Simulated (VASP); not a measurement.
A run of VASP 6.6.1 is set up as follows.

POSCAR

```
Si
1.0
    3.8566906997      0.0000000000      0.0000000000
   -1.9283458532      3.3399922695      0.0000000000
    0.0000000000      0.0000000000      6.3745611163
Si
4
Direct
    0.3333333333      0.6666666667      0.0630090000
    0.6666666667      0.3333333333      0.5630100000
    0.3333333333      0.6666666667      0.4369910000
    0.6666666667      0.3333333333      0.9369900000
```

File INCAR.step1:

```
SYSTEM = Si
  PREC = Accurate
  ENCUT = 520
  ISMEAR = -1
  SIGMA = 0.1
  LREAL = .False.
  LASPH = .True.
  NELM = 80
  NBANDS = 16
  GGA = PE
  ALGO = Normal
  EDIFF = 1E-4
  LWAVE = .True.
  LCHARG = .False.
```

INCAR.step2

```
SYSTEM = Si
  PREC = Accurate
  ENCUT = 520
  EDIFF = 1E-7
  ISMEAR = -1
  SIGMA = 0.1
  LREAL = .False.
  LASPH = .True.
  NELM = 80
  ALGO = Normal
  ISIF = 2
  LWAVE = .False.
  LCHARG = .False.
  METAGGA = R2SCAN
  LMIXTAU = .True.
  NBANDS = 16
  ISTART = 1
```

KPOINTS

```
Automatic mesh
0
Gamma
  7 7 4
  0 0 0
```

Potentials or basis: VASP PAW PBE potentials, release 64 (Si).

The run is started by

```bash
$ cat potpaw_PBE.64/Si/POTCAR > POTCAR
$ cp INCAR.step1 INCAR
$ mpirun -np 1 vasp_std > vasp.out
$ cp INCAR.step2 INCAR
$ mpirun -np 1 vasp_std > vasp.out
```

What does it give for the pressure?

-1.9 GPa.

Predict the band gap on the k mesh.

0.72 eV, indirect (least direct gap 1.31 eV).

Forces on the atoms (eV/Å):
```
Si   0.000  0.000 -0.014
Si   0.000  0.000 -0.014
Si   0.000  0.000  0.014
Si   0.000  0.000  0.014
```

Caveat: the PAW data sets were made with another functional, which shifts forces and pressure a little. r2SCAN opens gaps a little over a GGA but as a rule still falls short of measured ones.
